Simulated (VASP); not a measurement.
# Ti (Fm-3m) in VASP: settings compared, part 2 of 2

VASP 6.6.1. Earlier steps stand in the parts before.

### Step 3. Single point, PBEsol

This run uses another cell than the first one, of 16.67 Å³/atom, 1.054 times its volume.

File INCAR:

```
SYSTEM = Ti
PREC = Accurate
ENCUT = 520
EDIFF = 1E-6
ISMEAR = 0
SIGMA = 0.1
LREAL = .FALSE.
LASPH = .TRUE.
NELM = 80
ALGO = Normal
ISIF = 2
LWAVE = .FALSE.
LCHARG = .FALSE.
GGA = PS
NBANDS = 12
```

File KPOINTS:

```
Automatic mesh
0
G
  13 13 13
  0 0 0
```

File POSCAR:

```
Ti
1.0
    0.0000000000      2.0277235964      2.0277235964
    2.0277235964      0.0000000000      2.0277235964
    2.0277235964      2.0277235964      0.0000000000
Ti
1
Direct
    0.0000000000      0.0000000000      0.0000000000
```

Potentials or basis: VASP PAW PBE potentials, release 64 (Ti_sv).

Run with:

```console
cat potpaw_PBE.64/Ti_sv/POTCAR > POTCAR
mpirun -np 1 vasp_std > vasp.out
```

It took 9.2 s on 1 thread of AMD EPYC 9R45 (Zen 5), shared host; peak memory 0.12 GiB.

The run converged. Its results:

- Free energy: -8.2893 eV
- Pressure: -0.2 GPa
- Band gap on the k mesh: zero (band 6 reaches 9.43 eV, above the bottom of band 7 at 8.01 eV)

Levels at points of the mesh, in eV from the Fermi level:
```
           k point  band 3  band 4  band 5  band 6  band 7  band 8  band 9  band 10
(0.00, 0.00, 0.00)  -32.30  -32.30   -6.18    0.91    0.91    0.91    2.63     2.63
```

Caveat: the PAW data sets were made with another functional, which shifts forces and pressure a little.

### Step 4. Single point, r2SCAN

This run uses another cell than the first one, of 17.33 Å³/atom, 1.096 times its volume.

File POSCAR:

```
Ti
1.0
    0.0000000000      2.0539060254      2.0539060254
    2.0539060254      0.0000000000      2.0539060254
    2.0539060254      2.0539060254      0.0000000000
Ti
1
Direct
    0.0000000000      0.0000000000      0.0000000000
```

File INCAR.step1:

```
PREC = Accurate ; ENCUT = 520
ISMEAR = 0 ; SIGMA = 0.1
LREAL = F ; LASPH = T
NELM = 80 ; NBANDS = 12
GGA = PE ; ALGO = Normal
EDIFF = 1E-4 ; LWAVE = T
LCHARG = F
```

File INCAR.step2:

```
PREC = Accurate ; ENCUT = 520
EDIFF = 1E-6 ; ISMEAR = 0
SIGMA = 0.1 ; LREAL = F
LASPH = T ; NELM = 80
ALGO = Normal ; ISIF = 2
LWAVE = F ; LCHARG = F
METAGGA = R2SCAN ; LMIXTAU = T
NBANDS = 12 ; ISTART = 1
```

File KPOINTS:

```
regular mesh
0
Gamma
  13 13 13
```

Potentials or basis: VASP PAW PBE potentials, release 64 (Ti_sv).

Run with:

```console
cat potpaw_PBE.64/Ti_sv/POTCAR > POTCAR
cp INCAR.step1 INCAR
mpirun -np 1 vasp_std > vasp.out
cp INCAR.step2 INCAR
mpirun -np 1 vasp_std > vasp.out
```

OUTCAR:

```text
PREC = Accurate
   ENCUT = 520
   EDIFF = 1E-6
   ISMEAR = 0
   LREAL = F
   LASPH = T
   NELM = 80
   ISIF = 2
   METAGGA = R2SCAN
   ISTART = 1

 ion  position               nearest neighbor table
   1  0.000  0.000  0.000-

  LATTYP: Found a face centered cubic cell.
 ALAT       =     4.1078120508

  Lattice vectors:

 A1 = (   0.0000000000,   2.0539060254,   2.0539060254)
[... 539 lines left out ...]
     10      12.5226      0.00000
     11      17.7655      0.00000
     12      23.4303      0.00000

 [... further k-points ...]

------------------------ aborting loop because EDIFF is reached ----------------------------------------

  FORCE on cell =-STRESS in cart. coord.  units (eV):
  Direction    XX          YY          ZZ          XY          YZ          ZX
  --------------------------------------------------------------------------------------
  -------------------------------------------------------------------------------------
  Total        0.0446237      0.0446237      0.0446237     -0.0000000     -0.0000000      0.0000000
  in kB        4.1257601      4.1257601      4.1257601     -0.0000000     -0.0000000      0.0000000
  external PRESSURE =       4.1257601 kB  Pullay stress =       0.0000000 kB

 VOLUME and BASIS-vectors are now :
 -----------------------------------------------------------------------------
  energy-cutoff  :      520.00
  volume of cell :       17.33
      direct lattice vectors                 reciprocal lattice vectors
     0.000000000  2.053906025  2.053906025    -0.243438596  0.243438596  0.243438596
     2.053906025  0.000000000  2.053906025     0.243438596 -0.243438596  0.243438596
     2.053906025  2.053906025  0.000000000     0.243438596  0.243438596 -0.243438596

 POSITION                                       TOTAL-FORCE (eV/Angst)
 -----------------------------------------------------------------------------------
      0.00000      0.00000      0.00000         0.000000      0.000000      0.000000
 -----------------------------------------------------------------------------------
    total drift:                               -0.000000     -0.000000     -0.000000

  FREE ENERGIE OF THE ION-ELECTRON SYSTEM (eV)
  ---------------------------------------------------
  free  energy   TOTEN  =       -12.8834127032 eV

  energy  without entropy=      -12.8750172086  energy(sigma->0) =      -12.87921496
```

OSZICAR.step1:

```text
N       E                     dE             d eps       ncg     rms          rms(c)
DAV:   1     0.869072450948E+02    0.86907E+02   -0.65556E+03  2020   0.121E+03
DAV:   2    -0.448757752265E+01   -0.91395E+02   -0.88951E+02  2044   0.294E+02
DAV:   3    -0.868833429820E+01   -0.42008E+01   -0.41563E+01  2800   0.654E+01
DAV:   4    -0.879557498966E+01   -0.10724E+00   -0.10715E+00  2284   0.927E+00
DAV:   5    -0.879813834655E+01   -0.25634E-02   -0.25628E-02  2424   0.130E+00    0.833E+00
DAV:   6    -0.778688814209E+01    0.10113E+01   -0.20682E+00  2164   0.215E+01    0.219E+00
DAV:   7    -0.777404677995E+01    0.12841E-01   -0.10341E-01  2456   0.369E+00    0.128E+00
DAV:   8    -0.778336458851E+01   -0.93178E-02   -0.37594E-02  2096   0.246E+00    0.163E-01
DAV:   9    -0.778361142344E+01   -0.24683E-03   -0.41983E-03  2556   0.745E-01    0.833E-02
DAV:  10    -0.778365899203E+01   -0.47569E-04   -0.20250E-04  1988   0.167E-01
   1 F= -.77836590E+01 E0= -.77800494E+01  d E =-.721928E-02
```

It took 50 s on 1 thread of AMD EPYC 9R45 (Zen 5), shared host; peak memory 0.12 GiB.

Results:

```
Free energy            : -12.8834 eV
Pressure               : 0.4 GPa
Band gap on the k mesh : zero (band 6 reaches 9.26 eV, above the bottom of band 7 at 7.74 eV)
```

Caveat: the PAW data sets were made with another functional, which shifts forces and pressure a little.

### Step 5. Relaxation of cell and atoms, PBEsol

This run uses another cell than the first one, of 16.73 Å³/atom, 1.058 times its volume.

File INCAR:

```
ALGO = Normal
EDIFF = 1E-6
EDIFFG = -0.02
ENCUT = 600
GGA = PS
IBRION = 2
ISIF = 3
ISMEAR = 0
LASPH = True
LCHARG = False
LREAL = False
LWAVE = False
NELM = 80
NSW = 80
PREC = Accurate
SIGMA = 0.1
```

File KPOINTS:

```
k-points
0
Gamma
  13 13 13
```

File POSCAR:

```
Ti
1.0
    0.0000000000      2.0300000000      2.0300000000
    2.0300000000      0.0000000000      2.0300000000
    2.0300000000      2.0300000000      0.0000000000
Ti
1
Direct
    0.0000000000      0.0000000000      0.0000000000
```

Run with:

```console
cat potpaw_PBE.64/Ti_sv/POTCAR > POTCAR
mpirun -np 1 vasp_std > vasp.out
```

Run time: 19 s. Hardware: 1 thread of AMD EPYC 9R45 (Zen 5), shared host; peak memory 0.12 GiB.

Results (log left out):

- Free energy: -8.2892 eV
- Relaxed volume: 16.63 Å³/atom
- Relaxed cell: a = 2.865 Å, b = 2.865 Å, c = 2.865 Å, α = 60.00°, β = 60.00°, γ = 60.00°
- Space group after relaxing (to 0.05 Å): Fm-3m (No. 225)
- Energy gained by relaxing: 0.2 meV/atom
- Ionic steps: 3
- Pressure after relaxing: 0.1 GPa
- Band gap on the k mesh: zero (band 6 reaches 9.46 eV, above the bottom of band 7 at 8.04 eV)

The path:
| step | energy change (eV) | largest force (eV/Å) | pressure (GPa) | volume (Å³) |
| --- | --- | --- | --- | --- |
| 1 | 0.0000 | 0.0000 | -0.61 | 16.73 |
| 2 | -0.0001 | 0.0000 | 0.39 | 16.58 |
| 3 | -0.0002 | 0.0000 | 0.05 | 16.63 |

Final structure:
```cif
data_structure
_symmetry_space_group_name_H-M 'P 1'
_symmetry_Int_Tables_number 1
_cell_length_a 2.8652
_cell_length_b 2.8652
_cell_length_c 2.8652
_cell_angle_alpha 60.000
_cell_angle_beta 60.000
_cell_angle_gamma 60.000
_cell_volume 16.63
loop_
_atom_site_label
_atom_site_type_symbol
_atom_site_fract_x
_atom_site_fract_y
_atom_site_fract_z
_atom_site_occupancy
Ti1 Ti 0.00000 0.00000 0.00000 1
```

Levels at points of the mesh, in eV from the Fermi level:
```
           k point  band 2  band 3  band 4  band 5  band 6  band 7  band 8  band 9  band 10
(0.00, 0.00, 0.00)  -32.29  -32.29  -32.29   -6.18    0.92    0.92    0.92    2.64     2.64
```

Caveat: the PAW data sets were made with another functional, which shifts forces and pressure a little.

### Step 6. Overview

| task | level | cell | cutoff (eV) | gap on the mesh (eV) | pressure (GPa) |
| --- | --- | --- | --- | --- | --- |
| single point | PBEsol+D3(BJ) | a = 2.818 Å, angles 60.0°, 1 atom | 520 | none | -0.4 |
| single point | PBEsol | a = 2.868 Å, angles 60.0°, 1 atom | 520 | none | -0.2 |
| single point | r2SCAN | a = 2.905 Å, angles 60.0°, 1 atom | 520 | none | 0.4 |
| relaxation of cell and atoms | PBEsol | relaxed from a = 2.871 Å, angles 60.0°, 1 atom | 600 | none | 0.1 |

Alike in all rows: potentials or basis VASP PAW PBE potentials, release 64 (Ti_sv); no spin polarisation; k mesh 13 × 13 × 13; smearing gaussian 0.1 eV.

Caveats: the PAW data sets were made with another functional, which shifts forces and pressure a little; pairwise dispersion overbinds metals, which lowers pressure and volume (some runs).

Absolute energies hang on the potentials; compare differences alone.
